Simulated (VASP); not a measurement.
## Ru: single point with PBEsol

Crystal: Ru.

```
Ru
1.0
    -0.03830    1.91500    1.91500
     1.91500   -0.03830    1.91500
     1.87670    1.87670    0.00000
Ru
1
Direct
  0.00000 0.00000 0.00000
```

This cell differs from its parent crystal: strain -0.0400 x Voigt [0, 0, 0, 0, 0, 1].

```json
{"Program": "VASP 6.6.1", "Task": "single point", "Functional": "PBEsol", "Potentials or basis": "VASP PAW PBE potentials, release 64 (Ru_pv)", "Cutoff": "520 eV", "k mesh": "22 × 22 × 22", "Occupations": "gaussian, width 0.15 eV", "Spin": "no spin polarisation"}
```

```yaml
Pressure: -14.3 GPa
Band_gap_on_the_k_mesh: zero (bands 7 and 8 overlap by 3.54 eV)
```

Stress tensor (GPa, compression positive):
```
-14.11   9.44   0.00
  9.44 -14.11   0.00
  0.00   0.00 -14.67
```

Levels at points of the mesh, in eV from the Fermi level:
| k point | band 3 | band 4 | band 5 | band 6 | band 7 | band 8 | band 9 | band 10 | band 11 | band 12 |
| --- | --- | --- | --- | --- | --- | --- | --- | --- | --- | --- |
| (0.00, 0.00, 0.00) | -42.34 | -7.79 | -2.74 | -2.51 | -2.18 | -0.10 | -0.10 | 10.43 | 15.03 | 19.99 |
| (0.50, 0.00, 0.00) | -42.46 | -5.87 | -2.77 | -2.29 | 0.74 | 1.46 | 1.75 | 9.34 | 10.44 | 14.79 |
| (0.50, 0.50, 0.00) | -42.66 | -6.12 | -5.66 | 1.63 | 2.15 | 2.16 | 3.50 | 10.43 | 12.46 | 13.22 |
| (0.00, 0.00, 0.50) | -42.52 | -5.86 | -2.86 | -2.39 | 1.17 | 1.57 | 1.85 | 9.93 | 10.45 | 14.47 |
| (0.50, 0.00, 0.50) | -42.72 | -6.12 | -5.66 | 1.56 | 2.14 | 2.21 | 3.51 | 10.43 | 13.17 | 13.19 |

Wall time 83 s on 1 thread of Intel(R) Xeon(R) 6975P-C (Granite Rapids), with other jobs on the host, peak memory 0.35 GiB.

Caveat: the cell differs from its parent crystal (strain -0.0400 x Voigt [0, 0, 0, 0, 0, 1]); the cell stands under tension; the PAW data sets were made with another functional, which shifts forces and pressure a little.
